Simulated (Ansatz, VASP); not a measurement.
## Ta: VASP beside Ansatz

Contents of INCAR:

```
PREC = Accurate ; ENCUT = 520
EDIFF = 1E-7 ; ISMEAR = 0
SIGMA = 0.15 ; LREAL = F
LASPH = T ; NELM = 100
ALGO = Normal ; ISIF = 2
LWAVE = F ; LCHARG = T
GGA = PS ; LELF = T
LVHAR = T ; NBANDS = 12
```

KPOINTS

```
regular mesh
0
Gamma
  28 28 28
```

POSCAR

```
Ta
1.0
   -1.6402597622      1.6402597622      1.6402597622
    1.6402597622     -1.6402597622      1.6402597622
    1.6402597622      1.6402597622     -1.6402597622
Ta
1
Direct
    0.0000000000      0.0000000000      0.0000000000
```

Input for Ansatz:

```yaml
crystal:
  lattice:
    - [-1.6402597622, 1.6402597622, 1.6402597622]
    - [1.6402597622, -1.6402597622, 1.6402597622]
    - [1.6402597622, 1.6402597622, -1.6402597622]
  atoms:
    - { symbol: Ta, position: [0.0, 0.0, 0.0] }
basis:
  ecutwfc: 420
kpoints:
  mp_grid: { grid: [28, 28, 28] }
hamiltonian:
  xc: pbesol
scf:
  occupations: { method: gaussian, width: 0.15 }
output:
  forces: true
  stress: true
  eigenvalues: true
  write_density: true
  write_potential: true
  elf: true
  volumetric_format: npy
```

Alike in both runs: task single point; functional PBEsol; k mesh 28 × 28 × 28; occupations gaussian, width 0.15 eV; no spin polarisation.

|  | VASP | Ansatz |
| --- | --- | --- |
| version | VASP 6.6.1 | Ansatz 0.2.0 |
| potentials or method | VASP PAW PBE potentials, release 64 (Ta_pv), cutoff 520 eV | scalar-relativistic, plane waves, PAW |
| valence electrons in the cell | 11 | 13 |

Ansatz gave:

* gap on the k mesh at the Fermi level (eV): none
* pressure (GPa): 0.2

Problem. What did VASP give for the same quantities?

Solution. gap on the k mesh at the Fermi level (eV): none; pressure (GPa): 0.4.

VASP's potentials were made for PBE, not for PBEsol. A gap of «none» marks a metal or a gap that the smearing closes. The functional is the same, so the differences come from potentials, cutoffs and numerics. VASP's potentials hold 11 valence electrons a cell and Ansatz's 13, so a difference there can come from the potentials and not from the codes.

Spin-orbit coupling is off throughout.
